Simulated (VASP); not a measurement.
# SrO (Fm-3m) in VASP: notebook

The runs below take SrO through single point, with PBE, r2SCAN.

Everything below comes from runs of VASP 6.6.1. Logs are shortened: lines on timing, memory, paths and dates and some standing lists are left out, and cuts for length are marked.

### Step 1. The cell of the first run

Symmetry: Fm-3m, No. 225, cubic system. The conventional cell has a = 5.031 Å, b = 5.031 Å, c = 5.031 Å, α = 90.00°, β = 90.00°, γ = 90.00°. Within 3.3 Å of Sr (site symmetry m-3m) lie 6 O at 2.52 Å. O (site symmetry m-3m) has 6 Sr at 2.52 Å within 3.3 Å.

### Step 2. Single point, PBE (strain -2.5%)

Contents of INCAR:

```
SYSTEM = SrO
PREC = Accurate
ENCUT = 520
EDIFF = 1E-6
ISMEAR = -1
SIGMA = 0.02
LREAL = .False.
LASPH = .True.
NELM = 80
ALGO = Normal
ISIF = 2
LWAVE = .False.
LCHARG = .True.
GGA = PE
LELF = .True.
LVHAR = .True.
NBANDS = 15
```

Contents of KPOINTS:

```
Automatic mesh
0
Gamma
  8 8 8
  0 0 0
```

Contents of POSCAR:

```
SrO
1.0
    0.0000000000      2.5156530076      2.5156530076
    2.5156530076      0.0000000000      2.5156530076
    2.5156530076      2.5156530076      0.0000000000
Sr O
1 1
Direct
    0.0000000000      0.0000000000      0.0000000000
    0.5000000000      0.5000000000      0.5000000000
```

Potentials or basis: VASP PAW PBE potentials, release 64 (Sr_sv, O).

Started as:

```
$ cat potpaw_PBE.64/Sr_sv/POTCAR potpaw_PBE.64/O/POTCAR > POTCAR
$ mpirun -np 1 vasp_std > vasp.out
```

OUTCAR:

```text
SYSTEM = SrO
   PREC = Accurate
   ENCUT = 520
   EDIFF = 1E-6
   ISMEAR = -1
   LREAL = .False.
   LASPH = .True.
   NELM = 80
   ISIF = 2
   GGA = PE

 ion  position               nearest neighbor table
   1  0.000  0.000  0.000-   2 2.52   2 2.52   2 2.52   2 2.52   2 2.52   2 2.52
   2  0.500  0.500  0.500-   1 2.52   1 2.52   1 2.52   1 2.52   1 2.52   1 2.52

  LATTYP: Found a face centered cubic cell.
 ALAT       =     5.0313060152

  Lattice vectors:

 A1 = (   0.0000000000,   2.5156530076,   2.5156530076)
 A2 = (   2.5156530076,   0.0000000000,   2.5156530076)
 A3 = (   2.5156530076,   2.5156530076,   0.0000000000)

Analysis of symmetry for initial positions (statically):
=====================================================================
 Subroutine PRICEL returns:
 Original cell was already a primitive cell.

 Routine SETGRP: Setting up the symmetry group for a
 face centered cubic supercell.

 Subroutine GETGRP returns: Found 48 space group operations
 (whereof 48 operations were pure point group operations)
 out of a pool of 48 trial point group operations.

The static configuration has the point symmetry O_h .

Analysis of symmetry for dynamics (positions and initial velocities):
=====================================================================
 Subroutine PRICEL returns:
 Original cell was already a primitive cell.

 Routine SETGRP: Setting up the symmetry group for a
 face centered cubic supercell.

 Subroutine GETGRP returns: Found 48 space group operations
 (whereof 48 operations were pure point group operations)
 out of a pool of 48 trial point group operations.

The dynamic configuration has the point symmetry O_h .

 Subroutine INISYM returns: Found 48 space group operations
 (whereof 48 operations are pure point group operations),
 and found     1 'primitive' translations

----------------------------------------------------------------------------------------

                                     Primitive cell

  volume of cell :      31.8407

  direct lattice vectors                    reciprocal lattice vectors
     0.000000000  2.515653008  2.515653008    -0.198755551  0.198755551  0.198755551
     2.515653008  0.000000000  2.515653008     0.198755551 -0.198755551  0.198755551
     2.515653008  2.515653008  0.000000000     0.198755551  0.198755551 -0.198755551

  length of vectors
     3.557670602  3.557670602  3.557670602     0.344254713  0.344254713  0.344254713

  position of ions in fractional coordinates (direct lattice)
     0.000000000  0.000000000  0.000000000
     0.500000000  0.500000000  0.500000000

  ion indices of the primitive-cell ions
   primitive index   ion index
                 1           1
                 2           2

----------------------------------------------------------------------------------------

 KPOINTS: Automatic mesh

Automatic generation of k-mesh.
 Grid dimensions read from file:
 generate k-points for:    8    8    8

 Generating k-lattice:

  Cartesian coordinates                     Fractional coordinates (reciprocal lattice)
    -0.024844444  0.024844444  0.024844444     0.125000000  0.000000000  0.000000000
     0.024844444 -0.024844444  0.024844444     0.000000000  0.125000000  0.000000000
     0.024844444  0.024844444 -0.024844444     0.000000000  0.000000000  0.125000000

  Length of vectors
     0.043031839  0.043031839  0.043031839

  Shift w.r.t. Gamma in fractional coordinates (k-lattice)
     0.000000000  0.000000000  0.000000000

 Subroutine IBZKPT returns following result:
 ===========================================

 Found     29 irreducible k-points:

 Following reciprocal coordinates:
            Coordinates               Weight
  0.000000  0.000000  0.000000      1.000000
  0.125000  0.000000  0.000000      8.000000
  0.250000  0.000000  0.000000      8.000000
  0.375000  0.000000  0.000000      8.000000
  0.500000  0.000000  0.000000      4.000000
  0.125000  0.125000  0.000000      6.000000
[... 16 lines left out ...]
  0.500000  0.250000  0.125000     48.000000
 -0.375000  0.250000  0.125000     24.000000
 [... further k-points ...]
   k-points           NKPTS =     29   k-points in BZ     NKDIM =     29   number of bands    NBANDS=     15
   number of dos      NEDOS =    301   number of ions     NIONS =      2
   total plane-waves  NPLWV =  21952
   dimension x,y,z NGX =    28 NGY =   28 NGZ =   28
   dimension x,y,z NGXF=    56 NGYF=   56 NGZF=   56
   ions per type =               1   1
   NGX,Y,Z   is equivalent  to a cutoff of  13.08, 13.08, 13.08 a.u.
   NGXF,Y,Z  is equivalent  to a cutoff of  26.17, 26.17, 26.17 a.u.
 SYSTEM =  SrO
   PREC   = accura    normal or accurate (medium, high low for compatibility)
   ISTART =      0    job   : 0-new  1-cont  2-samecut
   ICHARG =      2    charge: 1-file 2-atom 10-const
   ISPIN  =      1    spin polarized calculation?
   LNONCOLLINEAR =      F non collinear calculations
   LSORBIT =      F    spin-orbit coupling
   LASPH  =      T    aspherical Exc in radial PAW
   ENCUT  =  520.0 eV  38.22 Ry    6.18 a.u.   6.61  6.61  6.61*2*pi/ulx,y,z
   NELM   =     80;   NELMIN=  2; NELMDL= -5     # of ELM steps
   EDIFF  = 0.1E-05   stopping-criterion for ELM
   LREAL  =      F    real-space projection
   EDIFFG = 0.1E-04   stopping-criterion for IOM
   NSW    =      0    number of steps for IOM
   IBRION =     -1    ionic relax: 0-MD 1-quasi-New 2-CG
   NFREE  =      0    steps in history (QN), initial steepest desc. (CG)
   ISIF   =      2    stress and relaxation
   ISYM   =      2    0-nonsym 1-usesym 2-fastsym
   POTIM  = 0.5000    time-step for ionic-motion
   TEBEG  =    0.0;   TEEND  =   0.0 temperature during run
   PSTRESS=    0.0 pullay stress
   NELECT =      16.0000    total number of electrons
   NUPDOWN=      -1.0000    fix difference up-down
   EMIN   =  10.00;   EMAX   =-10.00  energy-range for DOS
   EFERMI =   0.00;   METHOD = LEGACY
   ISMEAR =    -1;   SIGMA  =   0.02  broadening in eV -4-tet -1-fermi 0-gaus
   EFERMI_NEDOS =   21; number of points for ismear=-14 and -15
   IALGO  =     38    algorithm
   IMIX   =      4    mixing-type and parameters
     AMIX     =   0.40;   BMIX     =  1.00
     AMIX_MAG =   1.60;   BMIX_MAG =  1.00
  volume/ion in A,a.u.               =      15.92       107.44
  Fermi-wavevector in a.u.,A,eV,Ry     =   1.301530  2.459535 23.047992  1.693980
  Thomas-Fermi vector in A             =   2.432657
   LORBIT       =      0    0 simple, 1 ext, 2 COOP (PROOUT), +10 PAW based schemes
   GGA     = PE    functional components
   LHFCALC =     F    Hartree Fock is set to
   AEXX    =    0.0000 exact exchange contribution
   IVDW    =     0    specifies the selected vdW correction
   LEPSILON=     F    determine dielectric tensor
   LRPA    =     F    only Hartree local field effects (RPA)
 non-spin polarized calculation
  energy-cutoff  :      520.00
  volume of cell :       31.84
 maximum number of plane-waves:       877
 NGX is ok and might be reduce to    28
   NGX = 13   NGY = 13   NGZ = 13

 number of electron      15.9999998 magnetization

 Free energy of the ion-electron system (eV)
  ---------------------------------------------------
  ext. energy  EPLUGINS =         0.00000000
  ---------------------------------------------------
  free energy    TOTEN  =       -11.94725513 eV

  energy without entropy =      -11.94725513  energy(sigma->0) =      -11.94725513

 E-fermi :   2.4906     XC(G=0): -10.3394

 val. band max:        1.9851968894   @ k =   0.0000   0.0000   0.0000
 cond. band min:       5.2010050929   @ k =   0.5000   0.5000   0.0000
 fundamental gap:      3.2158082035
 Fermi energy:         2.4905553569

 k-point     1 :       0.0000    0.0000    0.0000
  band No.  band energies     occupation
      1     -30.1877      2.00000
      2     -13.1877      2.00000
      3     -11.7478      2.00000
      4     -11.7478      2.00000
      5     -11.7478      2.00000
      6       1.9852      2.00000
      7       1.9852      2.00000
      8       1.9852      2.00000
      9       6.4554      0.00000
     10       8.3334      0.00000
     11       8.3334      0.00000
     12       8.3334      0.00000
     13      10.6522      0.00000
     14      10.6522      0.00000
     15      15.0154      0.00000

 k-point     2 :       0.1250    0.0000    0.0000
  band No.  band energies     occupation
      1     -30.1613      2.00000
      2     -13.5606      2.00000
      3     -11.7619      2.00000
      4     -11.7619      2.00000
      5     -11.4375      2.00000
      6       1.5165      2.00000
      7       1.7622      2.00000
      8       1.7622      2.00000
      9       7.1746      0.00000
     10       8.1834      0.00000
     11       8.6626      0.00000
     12       8.6626      0.00000
     13      11.1067      0.00000
     14      11.1067      0.00000
     15      16.0818      0.00000

 k-point     3 :       0.2500    0.0000    0.0000
  band No.  band energies     occupation
      1     -30.0966      2.00000
      2     -14.1846      2.00000
      3     -11.7953      2.00000
      4     -11.7953      2.00000
      5     -10.9648      2.00000
      6       0.6441      2.00000
      7       1.2849      2.00000
      8       1.2849      2.00000
      9       8.1637      0.00000
     10       8.7519      0.00000
     11       9.5591      0.00000
     12       9.5591      0.00000
     13      12.2342      0.00000
     14      12.2342      0.00000
     15      18.2599      0.00000
[... 343 lines left out ...]
 k-point    23 :       0.5000    0.2500    0.1250
  band No.  band energies     occupation
      1     -29.9973      2.00000
      2     -14.4095      2.00000
      3     -12.1973      2.00000
      4     -11.9617      2.00000
      5     -10.9541      2.00000
      6       0.3771      2.00000
      7       0.9594      2.00000
      8       1.4661      2.00000
      9       7.6870      0.00000
     10       9.5800      0.00000
     11      11.3692      0.00000
     12      11.4290      0.00000
     13      13.6245      0.00000
     14      14.6705      0.00000
     15      17.0868      0.00000

 k-point    24 :      -0.3750    0.2500    0.1250
  band No.  band energies     occupation
      1     -29.9754      2.00000
      2     -14.4870      2.00000
      3     -12.2242      2.00000
      4     -12.0316      2.00000
      5     -10.9244      2.00000
      6       0.3305      2.00000
      7       1.0608      2.00000
      8       1.1696      2.00000
      9       8.5908      0.00000
     10       8.9777      0.00000
     11      11.8481      0.00000
     12      11.8924      0.00000
     13      14.1865      0.00000
     14      15.6001      0.00000
     15      16.1661      0.00000

 [... further k-points ...]

------------------------ aborting loop because EDIFF is reached ----------------------------------------

  FORCE on cell =-STRESS in cart. coord.  units (eV):
  Direction    XX          YY          ZZ          XY          YZ          ZX
  --------------------------------------------------------------------------------------
  -------------------------------------------------------------------------------------
  Total        2.1601941      2.1601941      2.1601941      0.0000000     -0.0000000     -0.0000000
  in kB      108.6978985    108.6978985    108.6978985      0.0000000     -0.0000000     -0.0000000
  external PRESSURE =     108.6978985 kB  Pullay stress =       0.0000000 kB

 VOLUME and BASIS-vectors are now :
 -----------------------------------------------------------------------------
  energy-cutoff  :      520.00
  volume of cell :       31.84
      direct lattice vectors                 reciprocal lattice vectors
     0.000000000  2.515653008  2.515653008    -0.198755551  0.198755551  0.198755551
     2.515653008  0.000000000  2.515653008     0.198755551 -0.198755551  0.198755551
     2.515653008  2.515653008  0.000000000     0.198755551  0.198755551 -0.198755551

 POSITION                                       TOTAL-FORCE (eV/Angst)
 -----------------------------------------------------------------------------------
      0.00000      0.00000      0.00000         0.000000      0.000000      0.000000
      2.51565      2.51565      2.51565        -0.000000     -0.000000     -0.000000
 -----------------------------------------------------------------------------------
    total drift:                                0.000000      0.000000      0.000000

  FREE ENERGIE OF THE ION-ELECTRON SYSTEM (eV)
  ---------------------------------------------------
  free  energy   TOTEN  =       -11.9472551270 eV

  energy  without entropy=      -11.9472551270  energy(sigma->0) =      -11.94725513
```

It took 11 s on 1 thread of AMD EPYC 9R45 (Zen 5), shared host; peak memory 0.13 GiB.

Results:

```yaml
Free_energy: -11.9473 eV
Pressure: 10.9 GPa
Band_gap_on_the_k_mesh: 3.22 eV, indirect (least direct gap 3.25 eV)
```

Levels at points of the mesh, in eV from the valence-band top:
```csv
k point,band 6,band 7,band 8,band 9,band 10,band 11
"(0.00, 0.00, 0.00)",0.00,0.00,0.00,4.47,6.35,6.35
"(0.50, 0.00, 0.00)",-2.30,-1.27,-1.27,6.84,9.00,9.23
"(0.50, 0.50, 0.00)",-0.31,-0.04,-0.04,3.22,8.32,10.61
```

Caveat: the cell differs from its parent crystal (strain -2.5%).

### Step 3. Single point, r2SCAN (strain -2.5%)

POSCAR is that of step 2.

Contents of INCAR.step1:

```
SYSTEM = SrO
PREC = Accurate ; ENCUT = 520
ISMEAR = 0 ; SIGMA = 0.01
LREAL = .FALSE. ; LASPH = .TRUE.
NELM = 60 ; NBANDS = 15
GGA = PE ; ALGO = Normal
EDIFF = 1E-4 ; LWAVE = .TRUE.
LCHARG = .FALSE.
```

Contents of INCAR.step2:

```
SYSTEM = SrO
PREC = Accurate ; ENCUT = 520
EDIFF = 1E-7 ; ISMEAR = 0
SIGMA = 0.01 ; LREAL = .FALSE.
LASPH = .TRUE. ; NELM = 60
ALGO = Normal ; ISIF = 2
LWAVE = .FALSE. ; LCHARG = .FALSE.
METAGGA = R2SCAN ; LMIXTAU = .TRUE.
NBANDS = 15 ; ISTART = 1
```

Contents of KPOINTS:

```
regular mesh
0
G
  8 8 8
  0 0 0
```

Potentials or basis: VASP PAW PBE potentials, release 64 (Sr_sv, O).

Started as:

```
$ cat potpaw_PBE.64/Sr_sv/POTCAR potpaw_PBE.64/O/POTCAR > POTCAR
$ cp INCAR.step1 INCAR
$ mpirun -np 1 vasp_std > vasp.out
$ cp INCAR.step2 INCAR
$ mpirun -np 1 vasp_std > vasp.out
```

OUTCAR:

```text
SYSTEM = SrO
   PREC = Accurate
   ENCUT = 520
   EDIFF = 1E-7
   ISMEAR = 0
   LREAL = .FALSE.
   LASPH = .TRUE.
   NELM = 60
   ISIF = 2
   METAGGA = R2SCAN
   ISTART = 1

 ion  position               nearest neighbor table
   1  0.000  0.000  0.000-   2 2.52   2 2.52   2 2.52   2 2.52   2 2.52   2 2.52
   2  0.500  0.500  0.500-   1 2.52   1 2.52   1 2.52   1 2.52   1 2.52   1 2.52

  LATTYP: Found a face centered cubic cell.
 ALAT       =     5.0313060152

  Lattice vectors:

 A1 = (   0.0000000000,   2.5156530076,   2.5156530076)
 A2 = (   2.5156530076,   0.0000000000,   2.5156530076)
 A3 = (   2.5156530076,   2.5156530076,   0.0000000000)

Analysis of symmetry for initial positions (statically):
=====================================================================
 Subroutine PRICEL returns:
 Original cell was already a primitive cell.

 Routine SETGRP: Setting up the symmetry group for a
 face centered cubic supercell.

 Subroutine GETGRP returns: Found 48 space group operations
 (whereof 48 operations were pure point group operations)
 out of a pool of 48 trial point group operations.

The static configuration has the point symmetry O_h .

Analysis of symmetry for dynamics (positions and initial velocities):
=====================================================================
 Subroutine PRICEL returns:
 Original cell was already a primitive cell.

 Routine SETGRP: Setting up the symmetry group for a
 face centered cubic supercell.

 Subroutine GETGRP returns: Found 48 space group operations
 (whereof 48 operations were pure point group operations)
 out of a pool of 48 trial point group operations.

The dynamic configuration has the point symmetry O_h .

 Subroutine INISYM returns: Found 48 space group operations
 (whereof 48 operations are pure point group operations),
 and found     1 'primitive' translations

----------------------------------------------------------------------------------------

                                     Primitive cell
[... 121 lines left out ...]
   LRPA    =     F    only Hartree local field effects (RPA)
 non-spin polarized calculation
 Gauss-broadening in eV      SIGMA  =   0.01
  energy-cutoff  :      520.00
  volume of cell :       31.84
 maximum number of plane-waves:       877
 NGX is ok and might be reduce to    28
   NGX = 13   NGY = 13   NGZ = 13

 number of electron      15.9999998 magnetization

 Free energy of the ion-electron system (eV)
  ---------------------------------------------------
  ext. energy  EPLUGINS =         0.00000000
  ---------------------------------------------------
  free energy    TOTEN  =       -26.98253381 eV

  energy without entropy =      -26.98253381  energy(sigma->0) =      -26.98253381

 E-fermi :   1.7223     XC(G=0): -10.9273

 val. band max:        1.6590735831   @ k =   0.0000   0.0000   0.0000
 cond. band min:       5.3564202329   @ k =   0.5000   0.5000   0.0000
 fundamental gap:      3.6973466498
 Fermi energy:         1.7223157942

 k-point     1 :       0.0000    0.0000    0.0000
  band No.  band energies     occupation
      1     -31.5886      2.00000
      2     -14.4484      2.00000
      3     -12.5339      2.00000
      4     -12.5339      2.00000
      5     -12.5339      2.00000
      6       1.6591      2.00000
      7       1.6591      2.00000
      8       1.6591      2.00000
      9       6.8299      0.00000
     10       8.5794      0.00000
     11       8.5794      0.00000
     12       8.5794      0.00000
     13      11.0534      0.00000
     14      11.0534      0.00000
[... 401 lines left out ...]
      2     -15.6088      2.00000
      3     -12.9999      2.00000
      4     -12.8180      2.00000
      5     -11.8499      2.00000
      6       0.0403      2.00000
      7       0.7431      2.00000
      8       0.8533      2.00000
      9       8.8192      0.00000
     10       9.2194      0.00000
     11      12.2154      0.00000
     12      12.2527      0.00000
     13      14.6430      0.00000
     14      16.0501      0.00000
     15      16.9127      0.00000

 [... further k-points ...]

------------------------ aborting loop because EDIFF is reached ----------------------------------------

  FORCE on cell =-STRESS in cart. coord.  units (eV):
  Direction    XX          YY          ZZ          XY          YZ          ZX
  --------------------------------------------------------------------------------------
  -------------------------------------------------------------------------------------
  Total        1.8160533      1.8160533      1.8160533     -0.0000000     -0.0000000      0.0000000
  in kB       91.3812230     91.3812230     91.3812230     -0.0000000     -0.0000000      0.0000000
  external PRESSURE =      91.3812230 kB  Pullay stress =       0.0000000 kB

 VOLUME and BASIS-vectors are now :
 -----------------------------------------------------------------------------
  energy-cutoff  :      520.00
  volume of cell :       31.84
      direct lattice vectors                 reciprocal lattice vectors
     0.000000000  2.515653008  2.515653008    -0.198755551  0.198755551  0.198755551
     2.515653008  0.000000000  2.515653008     0.198755551 -0.198755551  0.198755551
     2.515653008  2.515653008  0.000000000     0.198755551  0.198755551 -0.198755551

 POSITION                                       TOTAL-FORCE (eV/Angst)
 -----------------------------------------------------------------------------------
      0.00000      0.00000      0.00000         0.000000     -0.000000     -0.000000
      2.51565      2.51565      2.51565        -0.000000      0.000000      0.000000
 -----------------------------------------------------------------------------------
    total drift:                                0.000000      0.000000      0.000000

  FREE ENERGIE OF THE ION-ELECTRON SYSTEM (eV)
  ---------------------------------------------------
  free  energy   TOTEN  =       -26.9825338087 eV

  energy  without entropy=      -26.9825338087  energy(sigma->0) =      -26.98253381
```

Run time: 52 s. Hardware: 1 thread of AMD EPYC 9R45 (Zen 5), shared host; peak memory 0.14 GiB.

Results:

- Free energy: -26.9825 eV
- Pressure: 9.1 GPa
- Band gap on the k mesh: 3.70 eV, indirect (least direct gap 3.73 eV)

Caveat: the cell differs from its parent crystal (strain -2.5%); the PAW data sets were made with another functional, which shifts forces and pressure a little.
